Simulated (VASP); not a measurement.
Al5GaN6, 12 atoms in the cell. Symmetry: P-3m1, No. 164, trigonal system. Conventional cell: a = 3.342 Å, b = 3.342 Å, c = 16.372 Å, α = 90.00°, β = 90.00°, γ = 120.00°. Al (site symmetry 3m) has 6 N at 2.36 Å within 3.1 Å. Within 3.1 Å of Al (site symmetry 3m) lie 6 N at 2.36 Å. Within 3.1 Å of Al (site symmetry -3m) lie 6 N at 2.36 Å. Within 3.1 Å of Ga (site symmetry -3m) lie 6 N at 2.36 Å. N (site symmetry 3m) has 6 Al at 2.36 Å within 3.1 Å. Within 3.1 Å of N (site symmetry 3m) lie 6 Al at 2.36 Å. N (site symmetry 3m) has 3 Ga at 2.36 Å and 3 Al at 2.36 Å within 3.1 Å. 

| Property | Result |
| --- | --- |
| Program | VASP 6.6.1 |
| Task | single point |
| Functional | PBE |
| Potentials or basis | VASP PAW PBE potentials, release 64 (Al, Ga_d, N) |
| Cutoff | 520 eV |
| k mesh | 6 × 6 × 1 |
| Occupations | gaussian, width 0.1 eV |
| Spin | no spin polarisation |
| Dipole correction | no |
| Further INCAR settings | ALGO = Normal; EDIFF = 1e-07; NBANDS = 41 |

Potentials or basis: VASP PAW PBE potentials, release 64 (Al, Ga_d, N).

The run is started by

```console
$ cat potpaw_PBE.64/Al/POTCAR potpaw_PBE.64/Ga_d/POTCAR potpaw_PBE.64/N/POTCAR > POTCAR
$ mpirun -np 1 vasp_std > vasp.out
```

Hardware: 1 thread of Intel Xeon 8259CL, on a shared host.

Problem. How long does it take, and how much memory?

Solution. Wall time 2.6 min on 1 thread of Intel Xeon 8259CL, with other jobs on the host, peak memory 0.32 GiB. Counts: scf iterations 19, k points 7.
